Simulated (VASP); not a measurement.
# Si16Ge (a cell with a defect) in VASP: notebook

Runs on Si16Ge (a cell with a defect). Level: PBE. Tasks: single point.

Program: VASP 6.6.1. These are calculated values, not measurements. Logs are shortened: lines on timing, memory, paths and dates and some standing lists are left out, and cuts for length are marked.

## (1) The cell of the first run

The cell holds a defect, 17 atoms: a = 7.679 Å, b = 7.679 Å, c = 7.679 Å, α = 60.00°, β = 60.00°, γ = 60.00°.

## (2) Single point, PBE

The input, INCAR:

```
  PREC = Accurate
  ENCUT = 520
  EDIFF = 1E-7
  ISMEAR = -1
  SIGMA = 0.05
  LREAL = Auto
  LASPH = T
  NELM = 60
  ALGO = Normal
  ISIF = 2
  LWAVE = F
  LCHARG = F
  GGA = PE
  NBANDS = 53
```

The input, KPOINTS:

```
regular mesh
0
Gamma
  2 2 2
```

The input, POSCAR:

```
Si16Ge
1.0
    0.0000000000      5.4300000000      5.4300000000
    5.4300000000      0.0000000000      5.4300000000
    5.4300000000      5.4300000000      0.0000000000
Si Ge
16 1
Direct
   -0.0196224678      0.0126611418     -0.0129742173
   -0.0089410681      0.2543370166      0.1060865562
   -0.0667495396      0.0489594843      0.4973388582
    0.0836648250      0.1575506446      0.5957642726
    0.2112799263      0.4516850829     -0.1363996317
    0.2166022099      0.6659944751      0.0796408840
    0.0061602210      0.5351289134      0.4444106814
    0.1611786372      0.7453406998      0.4083793738
    0.3930755064     -0.0620994475      0.0714548803
    0.6399907919     -0.0260865562      0.2179650092
    0.4644659300      0.0155156538      0.5375598527
    0.5657274401      0.1186556169      0.7008839779
    0.5351933702      0.3298895028     -0.0545303867
    0.5755985267      0.5264272560      0.1183793738
    0.4997974217      0.4952486188      0.4543462247
    0.6395856354      0.6132688766      0.5705801105
    0.7892449355      0.7932965009      0.9120626151
```

Potentials or basis: VASP PAW PBE potentials, release 64 (Si, Ge_d).

The run is started by

```
cat potpaw_PBE.64/Si/POTCAR potpaw_PBE.64/Ge_d/POTCAR > POTCAR
mpirun -np 1 vasp_std > vasp.out
```

OUTCAR:

```text
PREC = Accurate
   ENCUT = 520
   EDIFF = 1E-7
   ISMEAR = -1
   LREAL = Auto
   LASPH = T
   NELM = 60
   ISIF = 2
   GGA = PE

 ion  position               nearest neighbor table
   1  0.980  0.013  0.987-   6 2.33  10 2.38   4 2.46   2 2.49  13 3.12
   2  0.991  0.254  0.106-   5 2.28   1 2.49   3 2.52  14 2.79   9 2.80
   3  0.933  0.049  0.497-   4 2.25   8 2.30  12 2.37   2 2.52  17 2.76
   4  0.084  0.158  0.596-   3 2.25   7 2.39  11 2.44   1 2.46
   5  0.211  0.452  0.864-   2 2.28  13 2.47  15 2.76   6 2.89  12 2.89  17 2.97
   6  0.217  0.666  0.080-   1 2.33   7 2.40  14 2.53   8 2.67  13 2.74   5 2.89   9 2.97
   7  0.006  0.535  0.444-   8 2.29  16 2.32   4 2.39   6 2.40
   8  0.161  0.745  0.408-   7 2.29   3 2.30  15 2.41   9 2.50   6 2.67  14 3.04
   9  0.393  0.938  0.071-  12 2.43  17 2.50   8 2.50  14 2.65   2 2.80  10 2.81   6 2.97
  10  0.640  0.974  0.218-  11 2.23   1 2.38  13 2.50  16 2.74  17 2.78   9 2.81
  11  0.464  0.016  0.538-  10 2.23  12 2.32   4 2.44  16 2.61
  12  0.566  0.119  0.701-  11 2.32   3 2.37   9 2.43  15 2.49  17 2.50   5 2.89  13 2.91
  13  0.535  0.330  0.945-   5 2.47  10 2.50  16 2.61  14 2.65   6 2.74  12 2.91   1 3.12
  14  0.576  0.526  0.118-  15 2.25   6 2.53  17 2.63   9 2.65  13 2.65   2 2.79   8 3.04
  15  0.500  0.495  0.454-  14 2.25  16 2.35   8 2.41  12 2.49   5 2.76
  16  0.640  0.613  0.571-   7 2.32  15 2.35  11 2.61  13 2.61  10 2.74
  17  0.789  0.793  0.912-   9 2.50  12 2.50  14 2.63   3 2.76  10 2.78   5 2.97

  LATTYP: Found a face centered cubic cell.
 ALAT       =    10.8600000000

  Lattice vectors:

 A1 = (   0.0000000000,   5.4300000000,   5.4300000000)
 A2 = (   5.4300000000,   0.0000000000,   5.4300000000)
 A3 = (   5.4300000000,   5.4300000000,   0.0000000000)

Analysis of symmetry for initial positions (statically):
=====================================================================
 Subroutine PRICEL returns:
 Original cell was already a primitive cell.

 Routine SETGRP: Setting up the symmetry group for a
 face centered cubic supercell.

 Subroutine GETGRP returns: Found  1 space group operations
 (whereof  1 operations were pure point group operations)
 out of a pool of 48 trial point group operations.

The static configuration has the point symmetry C_1 .

Analysis of symmetry for dynamics (positions and initial velocities):
=====================================================================
 Subroutine PRICEL returns:
 Original cell was already a primitive cell.

 Routine SETGRP: Setting up the symmetry group for a
 face centered cubic supercell.

 Subroutine GETGRP returns: Found  1 space group operations
 (whereof  1 operations were pure point group operations)
 out of a pool of 48 trial point group operations.

The dynamic configuration has the point symmetry C_1 .

 Subroutine INISYM returns: Found  1 space group operations
 (whereof  1 operations are pure point group operations),
 and found     1 'primitive' translations

----------------------------------------------------------------------------------------

                                     Primitive cell

  volume of cell :     320.2060

  direct lattice vectors                    reciprocal lattice vectors
     0.000000000  5.430000000  5.430000000    -0.092081031  0.092081031  0.092081031
     5.430000000  0.000000000  5.430000000     0.092081031 -0.092081031  0.092081031
     5.430000000  5.430000000  0.000000000     0.092081031  0.092081031 -0.092081031

  length of vectors
     7.679179644  7.679179644  7.679179644     0.159489025  0.159489025  0.159489025

  position of ions in fractional coordinates (direct lattice)
     0.980377532  0.012661142  0.987025783
     0.991058932  0.254337017  0.106086556
     0.933250460  0.048959484  0.497338858
     0.083664825  0.157550645  0.595764273
     0.211279926  0.451685083  0.863600368
     0.216602210  0.665994475  0.079640884
[... 9 lines left out ...]
     0.639585635  0.613268877  0.570580111
     0.789244936  0.793296501  0.912062615

[... 49 lines left out ...]
  Thomas-Fermi vector in A             =   2.156100
   LORBIT       =      0    0 simple, 1 ext, 2 COOP (PROOUT), +10 PAW based schemes
   GGA     = PE    functional components
   LHFCALC =     F    Hartree Fock is set to
   AEXX    =    0.0000 exact exchange contribution
   IVDW    =     0    specifies the selected vdW correction
   LEPSILON=     F    determine dielectric tensor
   LRPA    =     F    only Hartree local field effects (RPA)
 non-spin polarized calculation
  energy-cutoff  :      520.00
  volume of cell :      320.21
 maximum number of plane-waves:      8646
 NGX is ok and might be reduce to    60
   NGX = 29   NGY = 29   NGZ = 29

 number of electron      78.0000001 magnetization

 Free energy of the ion-electron system (eV)
  ---------------------------------------------------
  ext. energy  EPLUGINS =         0.00000000
  ---------------------------------------------------
  free energy    TOTEN  =       -83.32408348 eV

  energy without entropy =      -83.25372880  energy(sigma->0) =      -83.28890614

 E-fermi :   6.6342     XC(G=0):  -9.8924

 val. band max:        6.6316487045   @ k =   0.0000   0.0000   0.0000
 cond. band min:       6.6973901846   @ k =   0.5000   0.5000   0.5000
 fundamental gap:      0.0657414801
 Fermi energy:         6.6342279111

 k-point     1 :       0.0000    0.0000    0.0000
  band No.  band energies     occupation
      1     -18.0015      2.00000
      2     -17.9945      2.00000
      3     -17.9889      2.00000
      4     -17.9759      2.00000
      5     -17.9615      2.00000
      6      -6.1751      2.00000
[... 43 lines left out ...]
     50       8.5834      0.00000
     51       8.8799      0.00000

 k-point     2 :       0.5000    0.0000    0.0000
  band No.  band energies     occupation
      1     -18.0015      2.00000
      2     -17.9945      2.00000
      3     -17.9889      2.00000
      4     -17.9759      2.00000
      5     -17.9615      2.00000
      6      -5.6043      2.00000
[... 316 lines left out ...]
 k-point     8 :       0.5000    0.0000    0.5000
  band No.  band energies     occupation
      1     -18.0015      2.00000
      2     -17.9945      2.00000
      3     -17.9889      2.00000
      4     -17.9759      2.00000
      5     -17.9615      2.00000
      6      -5.4446      2.00000
[... 43 lines left out ...]
     50       9.9073      0.00000
     51      10.0301      0.00000
 [bands above 51 left out]

------------------------ aborting loop because EDIFF is reached ----------------------------------------

  FORCE on cell =-STRESS in cart. coord.  units (eV):
  Direction    XX          YY          ZZ          XY          YZ          ZX
  --------------------------------------------------------------------------------------
  -------------------------------------------------------------------------------------
  Total        4.0612204      1.8131311     -1.9559847     -0.0966577      0.9755062     -3.4382302
  in kB       20.3206528      9.0721518     -9.7869315     -0.4836349      4.8810259    -17.2034698
  external PRESSURE =       6.5352911 kB  Pullay stress =       0.0000000 kB

 VOLUME and BASIS-vectors are now :
 -----------------------------------------------------------------------------
  energy-cutoff  :      520.00
  volume of cell :      320.21
      direct lattice vectors                 reciprocal lattice vectors
     0.000000000  5.430000000  5.430000000    -0.092081031  0.092081031  0.092081031
     5.430000000  0.000000000  5.430000000     0.092081031 -0.092081031  0.092081031
     5.430000000  5.430000000  0.000000000     0.092081031  0.092081031 -0.092081031

 POSITION                                       TOTAL-FORCE (eV/Angst)
 -----------------------------------------------------------------------------------
      5.42830     10.68300      5.39220         0.612690     -0.320547      0.809276
      1.95710      5.95750      6.76250        -0.200869      0.022500     -1.673948
      2.96640      7.76810      5.33340        -0.574654     -1.336177      0.401894
      4.09050      3.68930      1.30980         0.823431      1.611335      0.800383
      7.14200      5.83660      3.59990         0.341644      0.167860      1.307468
      4.04880      1.60860      4.79250        -0.488961     -0.203037     -0.406665
[... 9 lines left out ...]
      6.42830      6.57120      6.80300         1.098497     -0.210585     -0.116379
      9.26010      9.23810      8.59320        -0.769176      1.363249     -0.364532
 -----------------------------------------------------------------------------------
    total drift:                               -0.001352     -0.002839     -0.002938

  FREE ENERGIE OF THE ION-ELECTRON SYSTEM (eV)
  ---------------------------------------------------
  free  energy   TOTEN  =       -83.3240834841 eV

  energy  without entropy=      -83.2537287987  energy(sigma->0) =      -83.28890614
```

Wall time 6.7 min (1 thread of Intel Xeon 8259CL, shared host); peak memory 0.5 GiB.

Results:

| Quantity | Value |
| --- | --- |
| Free energy | -83.3241 eV |
| Pressure | 0.7 GPa |
| Largest force | 2.269 eV/Å |
| Band gap on the k mesh | zero (bands 39 and 40 overlap by 0.15 eV) |

Forces on the atoms (eV/Å):
```
Si   0.613 -0.321  0.809
Si  -0.201  0.022 -1.674
Si  -0.575 -1.336  0.402
Si   0.823  1.611  0.800
Si   0.342  0.168  1.307
Si  -0.489 -0.203 -0.407
Si  -0.520  0.030 -0.568
Si   0.372  0.973 -0.064
Si   0.898  0.027 -0.361
Si  -1.525 -1.548  0.652
Si  -0.047  0.289 -1.745
Si   0.466 -0.915  0.652
Si   0.132 -0.374  0.548
Si  -1.572 -0.293  0.841
Si   0.954  0.717 -0.713
Si   1.098 -0.211 -0.116
Ge  -0.769  1.363 -0.365
```

Stress tensor (GPa, compression positive):
```
 2.03 -0.05 -1.72
-0.05  0.91  0.49
-1.72  0.49 -0.98
```

Levels at points of the mesh, in eV from the Fermi level:
| k point | band 35 | band 36 | band 37 | band 38 | band 39 | band 40 | band 41 | band 42 | band 43 | band 44 |
| --- | --- | --- | --- | --- | --- | --- | --- | --- | --- | --- |
| (0.00, 0.00, 0.00) | -0.97 | -0.73 | -0.67 | -0.63 | -0.28 | 0.00 | 0.14 | 0.59 | 0.64 | 0.96 |
| (0.50, 0.00, 0.00) | -1.24 | -1.21 | -1.04 | -0.52 | 0.07 | 0.42 | 0.55 | 1.03 | 1.23 | 1.27 |
| (0.00, 0.50, 0.00) | -1.30 | -0.87 | -0.71 | -0.43 | -0.24 | -0.05 | 0.69 | 1.04 | 1.14 | 1.49 |
| (0.00, 0.00, 0.50) | -1.31 | -1.00 | -0.88 | -0.42 | -0.13 | -0.08 | 0.44 | 0.76 | 0.85 | 1.38 |
| (0.50, 0.50, 0.50) | -1.48 | -1.20 | -0.91 | -0.78 | -0.28 | 0.06 | 0.37 | 0.61 | 1.29 | 1.56 |
| (0.50, 0.50, 0.00) | -1.48 | -1.21 | -1.01 | -0.75 | -0.06 | 0.16 | 0.43 | 0.96 | 1.25 | 1.53 |
| (0.00, 0.50, 0.50) | -1.43 | -1.15 | -0.92 | -0.20 | -0.01 | 0.15 | 0.52 | 0.60 | 1.21 | 1.43 |
| (0.50, 0.00, 0.50) | -1.47 | -1.04 | -0.97 | -0.26 | 0.07 | 0.34 | 0.61 | 0.83 | 1.25 | 1.46 |

Caveat: the k points lie up to 0.50 Å⁻¹ apart; the atoms stand as in a frame of molecular dynamics.

## (3) Single point, PBE

The input, INCAR:

```
  PREC = Accurate
  ENCUT = 520
  EDIFF = 1E-7
  ISMEAR = -1
  SIGMA = 0.05
  LREAL = Auto
  LASPH = True
  NELM = 100
  ALGO = Normal
  ISIF = 2
  LWAVE = False
  LCHARG = False
  GGA = PE
  NBANDS = 53
```

The input, KPOINTS:

```
Automatic mesh
0
Gamma
  2 2 2
```

The input, POSCAR:

```
Si16Ge
1.0
    0.0000000000      5.4300000000      5.4300000000
    5.4300000000      0.0000000000      5.4300000000
    5.4300000000      5.4300000000      0.0000000000
Si Ge
16 1
Direct
   -0.0326611418      0.1223480663     -0.0141160221
    0.0844935543      0.2605340700      0.1120073665
   -0.0864088398      0.1624493554      0.5084898711
    0.1497605893      0.1734069982      0.6154880295
    0.3182136280      0.4887661142     -0.1647697974
    0.1608379374      0.7591252302      0.1074677716
    0.0524585635      0.5211325967      0.4516298343
   -0.0137200737      0.8074033149      0.5608287293
    0.3436279926     -0.0310497238      0.0344751381
    0.5781767956     -0.0300920810      0.1281399632
    0.5201933702     -0.0580755064      0.4718508287
    0.5565101289      0.0715745856      0.6568416206
    0.6116390424      0.3286372007     -0.0546224678
    0.6273112339      0.4369429098      0.1667955801
    0.3672651934      0.4955156538      0.5027900552
    0.6819797422      0.5494383057      0.4955709024
    0.7804696133      0.7254051565      0.9198066298
```

Potentials or basis: VASP PAW PBE potentials, release 64 (Si, Ge_d).

The run is started by

```
cat potpaw_PBE.64/Si/POTCAR potpaw_PBE.64/Ge_d/POTCAR > POTCAR
mpirun -np 1 vasp_std > vasp.out
```

Wall time 6.5 min (1 thread of Intel Xeon 8259CL, shared host); peak memory 0.5 GiB.

The run converged. Its results:

```
Free energy            : -82.2020 eV
Pressure               : 0.9 GPa
Largest force          : 2.439 eV/Å
Band gap on the k mesh : 0.15 eV
```

Forces on the atoms (eV/Å):
```
Si   0.190 -0.638 -0.191
Si   1.635 -0.997  0.222
Si  -0.012 -0.934  0.024
Si  -1.442  1.198 -0.818
Si   1.576 -0.486 -0.383
Si  -1.205 -0.133 -0.443
Si   1.522 -1.673  0.915
Si  -1.506  0.355  0.102
Si  -1.486  0.286 -0.509
Si   0.443  0.945  1.307
Si  -0.604 -0.413 -1.114
Si   0.929  0.147  1.361
Si  -1.110 -0.019 -0.343
Si   0.223  0.454  0.409
Si  -0.388  0.483  0.165
Si   0.672  0.278  0.117
Ge   0.564  1.146 -0.821
```

Stress tensor (GPa, compression positive):
```
-0.56 -0.45  0.65
-0.45  4.29  1.09
 0.65  1.09 -1.11
```

Levels at points of the mesh, in eV from the valence-band top:
```
           k point  band 37  band 38  band 39  band 40  band 41  band 42
(0.00, 0.00, 0.00)    -0.46    -0.20    -0.03     0.15     0.32     0.67
(0.50, 0.00, 0.00)    -0.70    -0.25    -0.12     0.22     0.77     0.87
(0.00, 0.50, 0.00)    -0.78    -0.65    -0.19     0.36     0.80     0.98
(0.00, 0.00, 0.50)    -0.64    -0.36     0.00     0.16     0.45     0.89
(0.50, 0.50, 0.50)    -0.60    -0.36    -0.05     0.71     0.93     1.21
(0.50, 0.50, 0.00)    -0.50    -0.30    -0.24     0.37     0.72     0.77
(0.00, 0.50, 0.50)    -0.65    -0.43    -0.12     0.35     0.83     0.99
(0.50, 0.00, 0.50)    -0.41    -0.16    -0.04     0.23     0.77     1.13
```

Caveat: the k points lie up to 0.50 Å⁻¹ apart; the atoms stand as in a frame of molecular dynamics; semilocal functionals underestimate gaps, and a narrow one can read as zero.

## (4) Single point, PBE

The input, INCAR:

```
PREC = Accurate
ENCUT = 520
EDIFF = 1E-7
ISMEAR = -1
SIGMA = 0.05
LREAL = Auto
LASPH = T
NELM = 80
ALGO = Normal
ISIF = 2
LWAVE = F
LCHARG = F
GGA = PE
NBANDS = 53
```

KPOINTS is that of step 3.

The input, POSCAR:

```
Si16Ge
1.0
    0.0000000000      5.4300000000      5.4300000000
    5.4300000000      0.0000000000      5.4300000000
    5.4300000000      5.4300000000      0.0000000000
Si Ge
16 1
Direct
   -0.0043830571      0.2141988950     -0.1310681400
    0.0344659300      0.2941344383      0.1373020258
   -0.0988950276      0.1065377532      0.4988950276
    0.1665930018      0.2387292818      0.4985635359
    0.2885727440      0.5101197053     -0.0859392265
    0.1378637201      0.8199815838      0.0347697974
    0.0016390424      0.6231860037      0.4340331492
    0.0490791897      0.7171639042      0.6217127072
    0.3790239411     -0.0682504604     -0.0241988950
    0.5883977901     -0.0139410681      0.0780478821
    0.4289318600     -0.0862430939      0.4330202578
    0.5382872928      0.1279926335      0.5856537753
    0.6125966851      0.3288581952     -0.0505340700
    0.5955801105      0.3872375691      0.2420994475
    0.4322744015      0.5168784530      0.4916114180
    0.7029005525      0.5159760589      0.5795856354
    0.8062799263      0.6579373849      1.0107918969
```

The run is started by

```
cat potpaw_PBE.64/Si/POTCAR potpaw_PBE.64/Ge_d/POTCAR > POTCAR
mpirun -np 1 vasp_std > vasp.out
```

Wall time 7 min (1 thread of Intel Xeon 8259CL, shared host); peak memory 0.5 GiB.

The run converged. Its results:

- Free energy: -81.5278 eV
- Pressure: 1.0 GPa
- Largest force: 3.749 eV/Å
- Band gap on the k mesh: zero (bands 39 and 40 overlap by 0.02 eV)

Forces in eV/Å, atoms in the order of the input:
```
Si  -0.038  1.255 -0.050
Si  -1.324 -0.310  0.281
Si   0.691  0.575  0.110
Si   0.176 -0.162 -0.202
Si   0.627 -1.603 -0.682
Si  -0.014 -0.570 -2.274
Si  -2.832 -1.952 -0.276
Si   2.051  1.816  1.300
Si  -0.079  0.657  2.502
Si  -0.053 -0.420  0.442
Si   0.830  1.193 -0.710
Si   0.241  0.483 -0.944
Si  -0.154  1.410  0.216
Si  -2.943 -1.299  0.507
Si   3.635  0.906 -0.145
Si  -0.243 -1.289 -0.407
Ge  -0.573 -0.689  0.332
```

Stress tensor (GPa, compression positive):
```
 1.22  0.74 -0.35
 0.74  3.24  1.57
-0.35  1.57 -1.41
```

Levels at points of the mesh, in eV from the Fermi level:
```tsv
k point	band 35	band 36	band 37	band 38	band 39	band 40	band 41	band 42	band 43	band 44
(0.00, 0.00, 0.00)	-0.85	-0.81	-0.65	-0.45	-0.15	0.09	0.31	0.42	0.78	0.95
(0.50, 0.00, 0.00)	-1.35	-1.12	-0.66	-0.52	-0.11	0.21	0.42	0.67	1.02	1.30
(0.00, 0.50, 0.00)	-1.57	-1.28	-1.12	-0.53	-0.37	0.33	0.45	0.79	1.02	1.25
(0.00, 0.00, 0.50)	-1.13	-1.07	-0.82	-0.42	-0.29	0.23	0.35	0.73	1.06	1.15
(0.50, 0.50, 0.50)	-1.43	-1.03	-0.80	-0.62	-0.05	-0.02	0.25	0.90	1.03	1.26
(0.50, 0.50, 0.00)	-1.32	-1.04	-0.53	-0.34	-0.11	0.11	0.33	0.55	1.07	1.37
(0.00, 0.50, 0.50)	-1.14	-0.91	-0.84	-0.52	-0.17	0.10	0.42	0.64	0.85	0.97
(0.50, 0.00, 0.50)	-1.19	-0.92	-0.79	-0.33	0.00	0.12	0.42	0.81	1.13	1.26
```

Caveat: the k points lie up to 0.50 Å⁻¹ apart; the atoms stand as in a frame of molecular dynamics.

## (5) The runs side by side

```tsv
cell	gap on the mesh (eV)	pressure (GPa)	largest force (eV/Å)
as given, atomic positions A	none	0.7	2.27
as given, atomic positions B	0.15	0.9	2.44
as given, atomic positions C	none	1.0	3.75
```

Alike in all rows: task single point; level PBE; potentials or basis VASP PAW PBE potentials, release 64 (Si, Ge_d); no spin polarisation; k mesh 2 × 2 × 2; cutoff (eV) 520; smearing fermi-dirac 0.05 eV.

Caveats: all runs use coarse meshes; the atoms stand as in a frame of molecular dynamics; semilocal functionals underestimate gaps, and a narrow one can read as zero (at least some runs).

Total energies depend on the potentials used, so only differences within one code and one set of settings carry meaning.

The gap in the log of VASP goes by the Fermi energy; the results here count the filled bands.